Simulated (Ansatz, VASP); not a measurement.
**Two plane-wave programs on HfO2**

Contents of INCAR:

```
SYSTEM = HfO2
ALGO     = Normal         ! electronic algorithm
EDIFF    = 1E-7           ! SCF threshold, eV
ENCUT    = 520            ! plane-wave cutoff, eV
GGA      = PS             ! functional
ISIF     = 2              ! what is computed and relaxed
ISMEAR   = 0              ! smearing method
LASPH    = .True.         ! aspherical terms in the spheres
LCHARG   = .False.        ! write CHGCAR
LREAL    = .False.        ! projectors in reciprocal space
LWAVE    = .False.        ! write WAVECAR
NBANDS   = 18             ! bands
NELM     = 100            ! most SCF steps
PREC     = Accurate       ! precision mode
SIGMA    = 0.05           ! smearing width, eV
```

File KPOINTS:

```
k-points
0
Gamma
  8 8 8
  0 0 0
```

Contents of POSCAR:

```
HfO2
1.0
    0.0000000000      2.4803139275      2.7315697283
    2.4803139275      0.0000000000      2.7315697283
    2.4803139275      2.4803139275      0.0000000000
Hf O
1 2
Direct
    0.0000000000      0.0000000000      0.0000000000
    0.2500000000      0.2500000000      0.2500000000
    0.7500000000      0.7500000000      0.7500000000
```

Input for Ansatz:

```yaml
crystal:
  lattice:
    - [0.0, 2.4803139275, 2.7315697283]
    - [2.4803139275, 0.0, 2.7315697283]
    - [2.4803139275, 2.4803139275, 0.0]
  atoms:
    - { symbol: Hf, position: [0.0, 0.0, 0.0] }
    - { symbol: O, position: [0.25, 0.25, 0.25] }
    - { symbol: O, position: [0.75, 0.75, 0.75] }
basis:
  ecutwfc: 520.0
kpoints:
  mp_grid: { grid: [8, 8, 8] }
hamiltonian:
  xc: pbesol
scf:
  occupations: { method: gaussian, width: 0.05 }
output:
  forces: true
  stress: true
  eigenvalues: true
  write_density: true
  write_potential: true
  elf: true
  volumetric_format: npy
```

Alike in both runs: task single point; functional PBEsol; k mesh 8 × 8 × 8; occupations gaussian, width 0.05 eV; no spin polarisation.

|  | VASP | Ansatz |
| --- | --- | --- |
| version | VASP 6.6.1 | Ansatz 0.2.0 |
| potentials or method | VASP PAW PBE potentials, release 64 (Hf_pv, O), cutoff 520 eV | scalar-relativistic, plane waves, PAW |
| valence electrons in the cell | 22 | 38 |

VASP gave:

* gap on the k mesh at the Fermi level (eV): 2.37
* least direct gap on the mesh (eV): 2.81
* pressure (GPa): -14.1
* traceless stress, the component that is largest in VASP (GPa): -29.54

Problem. Which values does Ansatz return?

Solution. gap on the k mesh at the Fermi level (eV): 2.38; least direct gap on the mesh (eV): 2.81; pressure (GPa): -10.9; traceless stress, the component that is largest in VASP (GPa): -29.07.

VASP's potentials were made for PBE, not for PBEsol. The functional is the same, so the differences come from potentials, cutoffs and numerics. VASP's potentials hold 22 valence electrons a cell and Ansatz's 38, so a difference there can come from the potentials and not from the codes.

Spin-orbit coupling is off throughout.
